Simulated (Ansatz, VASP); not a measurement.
One calculation of Y, two programs

INCAR

```
ALGO = Normal
EDIFF = 1E-6
ENCUT = 520
GGA = PE
ISIF = 2
ISMEAR = -1
LASPH = T
LCHARG = T
LELF = T
LREAL = F
LVHAR = T
LWAVE = F
NBANDS = 18
NELM = 80
PREC = Accurate
SIGMA = 0.08
```

File KPOINTS:

```
k-points
0
Gamma
  12 12 7
```

The input POSCAR:

```
Y
1.0
    3.6514992371      0.0000000000      0.0000000000
   -1.8257496185      3.1622911012      0.0000000000
    0.0000000000      0.0000000000      5.7474000000
Y
2
Direct
    0.3333333333      0.6666666667      0.2500000000
    0.6666666667      0.3333333333      0.7500000000
```

Input for Ansatz:

```yaml
crystal:
  lattice:
    - [3.6514992371, 0.0, 0.0]
    - [-1.8257496185, 3.1622911012, 0.0]
    - [0.0, 0.0, 5.7474]
  atoms:
    - { symbol: "Y", position: [0.3333333333, 0.6666666667, 0.25] }
    - { symbol: "Y", position: [0.6666666667, 0.3333333333, 0.75] }
kpoints:
  mp_grid: { grid: [12, 12, 7] }
  band_path:
    path:
      - [0.0, 0.0, 0.0]
      - [0.5, 0.0, 0.0]
      - [0.3333333333, 0.3333333333, 0.0]
      - [0.0, 0.0, 0.0]
      - [0.0, 0.0, 0.5]
      - [0.5, 0.0, 0.5]
      - [0.3333333333, 0.3333333333, 0.5]
      - [0.0, 0.0, 0.5]
      - [0.5, 0.0, 0.5]
    npoints: 5
scf:
  occupations: { method: fermi_dirac, width: 0.08 }
hamiltonian:
  xc: pbe
  pseudopotentials:
    kind: all_electron
    lapw: { basis_error: 0.00025 }
    relativity: none
output:
  forces: true
  stress: true
  eigenvalues: true
```

Alike in both runs: task single point; functional PBE; k mesh 12 × 12 × 7; occupations fermi-dirac, width 0.08 eV; no spin polarisation.

```csv
,VASP,Ansatz
version,VASP 6.6.1,Ansatz 0.2.0
potentials or method,"VASP PAW PBE potentials, release 64 (Y_sv), cutoff 520 eV","all-electron LAPW, non-relativistic"
```

```tsv
	VASP	Ansatz	Ansatz less VASP
pressure (GPa)	-0.4	-0.4	+0.05
traceless stress, the component that is largest in VASP (GPa)	-0.36	-0.31	+0.042
```

Ansatz ran all-electron here, and VASP with PAW potentials.
